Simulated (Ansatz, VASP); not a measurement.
# Two plane-wave programs on Ca

```xyz
1
Lattice="0.0000 2.7627 2.7627 2.7627 0.0000 2.7627 2.7627 2.7627 0.0000" Properties=species:S:1:pos:R:3 pbc="T T T"
Ca    0.0000    0.0000    0.0000
```

Alike in both runs: functional PBE; k mesh 14 × 14 × 14; occupations fermi-dirac, width 0.08 eV; no spin polarisation.

Ansatz relaxed the structure, and its values are those at the end. VASP's run is a single point on that final structure, the one shown.

|  | VASP | Ansatz |
| --- | --- | --- |
| version | VASP 6.6.1 | Ansatz 0.2.0 |
| potentials or method | VASP PAW PBE potentials, release 64 (Ca_sv) | PAW with Ansatz's default frozen-core files, scalar-relativistic |
| plane-wave cutoff (eV) | 520 | 420 |
| valence electrons in the cell | 10 | 10 |

|  | VASP | Ansatz | Ansatz less VASP |
| --- | --- | --- | --- |
| pressure (GPa) | 0.0 | 0.0 | 0.00 |
